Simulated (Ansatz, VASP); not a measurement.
# LiF in VASP and in Ansatz

File INCAR:

```
SYSTEM = LiF
PREC     = Accurate       ! precision mode
ENCUT    = 520            ! plane-wave cutoff, eV
EDIFF    = 1E-6           ! SCF threshold, eV
ISMEAR   = -1             ! smearing method
SIGMA    = 0.02           ! smearing width, eV
LREAL    = .FALSE.        ! projectors in reciprocal space
LASPH    = .TRUE.         ! aspherical terms in the spheres
NELM     = 80             ! most SCF steps
ALGO     = Normal         ! electronic algorithm
ISIF     = 2              ! what is computed and relaxed
LWAVE    = .FALSE.        ! write WAVECAR
LCHARG   = .FALSE.        ! write CHGCAR
GGA      = PE             ! functional
NBANDS   = 18             ! bands
```

Contents of KPOINTS:

```
regular mesh
0
G
  12 12 6
  0 0 0
```

Contents of POSCAR:

```
LiF
1.0
    3.0810126313      0.0000000000      0.0000000000
   -1.5405063157      2.6682352081      0.0000000000
    0.0000000000      0.0000000000      4.8092697163
Li F
2 2
Direct
    0.3333333333      0.6666666667     -0.0067187361
    0.6666666667      0.3333333333      0.4932812639
    0.3333333333      0.6666666667      0.3817187361
    0.6666666667      0.3333333333      0.8817187361
```

Input for Ansatz:

```yaml
crystal:
  lattice:
    - [3.0810126313, 0.0, 0.0]
    - [-1.5405063157, 2.6682352081, 0.0]
    - [0.0, 0.0, 4.8092697163]
  atoms:
    - { symbol: Li, position: [0.3333333333, 0.6666666667, -0.0067187361] }
    - { symbol: Li, position: [0.6666666667, 0.3333333333, 0.4932812639] }
    - { symbol: F, position: [0.3333333333, 0.6666666667, 0.3817187361] }
    - { symbol: F, position: [0.6666666667, 0.3333333333, 0.8817187361] }
kpoints:
  mp_grid: { grid: [12, 12, 6] }
  band_path:
    path:
      - [0.0, 0.0, 0.0]
      - [0.5, 0.0, 0.0]
      - [0.3333333333, 0.3333333333, 0.0]
      - [0.0, 0.0, 0.5]
      - [0.5, 0.0, 0.5]
      - [0.3333333333, 0.3333333333, 0.5]
    npoints: 1
hamiltonian:
  xc: pbe
scf:
  occupations: { method: fermi_dirac, width: 0.02 }
  n_extra_bands: 5
output:
  forces: true
  stress: true
  eigenvalues: true
  write_density: true
  write_potential: true
  elf: true
  volumetric_format: npy
```

Change from the starting cell: uniaxial_z strain +0.5%.

Alike in both runs: task single point; functional PBE; k mesh 12 × 12 × 6; occupations fermi-dirac, width 0.02 eV; no spin polarisation.

```csv
,VASP,Ansatz
version,VASP 6.6.1,Ansatz 0.2.0
potentials or method,"VASP PAW PBE potentials, release 64 (Li_sv, F)","plane waves, PAW"
plane-wave cutoff (eV),520,420
valence electrons in the cell,20,20
```

Ansatz gave:

```
gap on the k mesh at the Fermi level (eV) : 7.84
```

**Question.** Estimate VASP's values.

**Answer.** gap on the k mesh at the Fermi level (eV): 7.82.

Noted on VASP's run: the cutoff is under 1.25 times that of the potentials, so the pressure is a little rough.
